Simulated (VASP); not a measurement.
Al3GaAs4: relaxation of cell and atoms with PBE

The system is Al3GaAs4.

```
Al Ga As
1.0
     4.07422    0.00000    0.00000
     0.00000    8.14766    0.00000
     0.00000    0.00000    5.67216
Al Ga As
3 1 4
Direct
  0.00000 0.00000 0.00016
  0.50000 0.24977 0.50001
  0.50000 0.75023 0.50001
  0.00000 0.50000 0.00003
  0.00000 0.75064 0.74895
  0.50000 0.00000 0.24990
  0.00000 0.24936 0.74895
  0.50000 0.50000 0.25199
```

```yaml
Program: VASP 6.6.1
Task: relaxation of cell and atoms
Functional: PBE
Potentials_or_basis: VASP PAW PBE potentials, release 64 (Al, Ga_d, As)
Cutoff: 600 eV
k_mesh: 8 × 4 × 6
Occupations: gaussian, width 0.02 eV
Spin: no spin polarisation
Dipole_correction: no
Further_INCAR_settings: ALGO = Normal; EDIFF = 1e-06; IBRION = 2; EDIFFG = -0.01; NSW = 100; ISIF = 3
```

```
Relaxed volume                        : 23.61 Å³/atom
Relaxed cell                          : a = 4.058 Å, b = 8.115 Å, c = 5.736 Å, α = 90.00°, β = 90.00°, γ = 90.00°
Space group after relaxing (to 0.1 Å) : Pmm2 (No. 25)
Energy gained by relaxing             : 0.6 meV/atom
Ionic steps                           : 5
Pressure after relaxing               : 0.0 GPa
Largest force after relaxing          : 0.004 eV/Å
Band gap on the k mesh                : 1.29 eV
```

Forces on the atoms (eV/Å):
```
Al   0.000  0.000  0.002
Al   0.000 -0.001  0.000
Al   0.000  0.001  0.000
Ga   0.000  0.000 -0.002
As   0.000  0.001  0.002
As   0.000  0.000 -0.001
As   0.000 -0.001  0.002
As   0.000  0.000 -0.004
```

Step by step:
```tsv
step	energy change (eV)	largest force (eV/Å)	pressure (GPa)	volume (Å³)
1	0.0000	0.0081	0.19	188.29
2	-0.0032	0.0068	-0.06	189.07
3	-0.0037	0.0057	-0.34	189.92
4	-0.0038	0.0061	-0.26	189.65
5	-0.0051	0.0037	-0.01	188.87
```

Final structure:
```
Al Ga As
1.0
     4.05783    0.00000    0.00000
     0.00000    8.11474    0.00000
     0.00000    0.00000    5.73587
Al Ga As
3 1 4
Direct
  0.00000 0.00000 0.00019
  0.50000 0.24970 0.50001
  0.50000 0.75030 0.50001
  0.00000 0.50000 0.00000
  0.00000 0.75077 0.74906
  0.50000 0.00000 0.24980
  0.00000 0.24923 0.74906
  0.50000 0.50000 0.25186
```

Levels at points of the mesh, in eV from the valence-band top:
```csv
k point,band 19,band 20,band 21,band 22,band 23,band 24
"(0.00, 0.00, 0.00)",-0.02,0.00,0.00,1.29,1.52,2.16
"(0.50, 0.00, 0.00)",-2.19,-0.96,-0.92,1.51,1.51,1.79
"(0.00, 0.50, 0.00)",-1.04,-0.27,-0.11,2.14,2.18,2.78
"(0.50, 0.50, 0.00)",-2.05,-2.04,-2.03,2.62,2.71,2.87
"(0.00, 0.00, 0.50)",-0.88,-0.84,-0.82,1.36,1.96,2.40
"(0.50, 0.00, 0.50)",-0.89,-0.85,-0.83,1.45,1.95,4.34
"(0.00, 0.50, 0.50)",-1.18,-1.17,-1.01,2.29,2.82,2.88
"(0.50, 0.50, 0.50)",-1.58,-1.55,-1.52,2.98,3.47,3.51
```

Run time: 19 min on 1 thread of Oxide Virtual Turin-like Processor, with other jobs on the host, peak memory 0.57 GiB.

A k mesh can miss the band edges.
